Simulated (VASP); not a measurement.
Set up this calculation in VASP 6.6.1, as the native input.

```yaml
Task: single point
Functional: r2SCAN0
Potentials_or_basis: VASP PAW PBE potentials, release 64 (B, N)
Cutoff: 520 eV
k_mesh: 8 × 8 × 8
Occupations: gaussian, width 0.01 eV
Spin: no spin polarisation
Dipole_correction: no
Grid_for_exact_exchange_PRECFOCK: Normal
Further_INCAR_settings: ALGO = Normal; EDIFF = 1e-06; NBANDS = 11
Share_of_exact_exchange: 0.25
```

Crystal: BN.

```xyz
2
Lattice="0.0000 1.8048 1.8048 1.8048 0.0000 1.8048 1.8048 1.8048 0.0000" Properties=species:S:1:pos:R:3 pbc="T T T"
B     0.0000    0.0000    0.0000
N     0.9024    0.9024    0.9024
```

These files were run (other wordings do the same):

POSCAR

```
BN
1.0
    0.0000000000      1.8048245554      1.8048245554
    1.8048245554      0.0000000000      1.8048245554
    1.8048245554      1.8048245554      0.0000000000
B N
1 1
Direct
    0.0000000000      0.0000000000      0.0000000000
    0.2500000000      0.2500000000      0.2500000000
```

INCAR.step1

```
  ALGO = Normal
  EDIFF = 1E-5
  ENCUT = 520
  GGA = PE
  ISIF = 2
  ISMEAR = 0
  LASPH = T
  LCHARG = F
  LREAL = F
  LWAVE = T
  NBANDS = 11
  NELM = 80
  PREC = Accurate
  SIGMA = 0.01
```

INCAR.step2

```
  AEXX = 0.25
  ALGO = Normal
  EDIFF = 1E-6
  ENCUT = 520
  ISIF = 2
  ISMEAR = 0
  ISTART = 1
  LASPH = T
  LCHARG = F
  LHFCALC = T
  LMIXTAU = T
  LREAL = F
  LWAVE = F
  METAGGA = R2SCAN
  NBANDS = 11
  NELM = 80
  PREC = Accurate
  PRECFOCK = Normal
  SIGMA = 0.01
```

KPOINTS

```
k-points
0
Gamma
  8 8 8
```

Potentials or basis: VASP PAW PBE potentials, release 64 (B, N).

Command:

```sh
$ cat potpaw_PBE.64/B/POTCAR potpaw_PBE.64/N/POTCAR > POTCAR
$ cp INCAR.step1 INCAR
$ mpirun -np 1 vasp_std > vasp.out
$ cp INCAR.step2 INCAR
$ mpirun -np 1 vasp_std > vasp.out
```

Results of the run:

* Pressure: -5.5 GPa
* Band gap on the k mesh: 6.87 eV (least direct gap 11.78 eV)

Caveat: the cell stands under tension; the PAW data sets were made with another functional, which shifts forces and pressure a little.

Run time: 11 min on 1 thread of Oxide Virtual Turin-like Processor, on a shared host, peak memory 0.1 GiB.
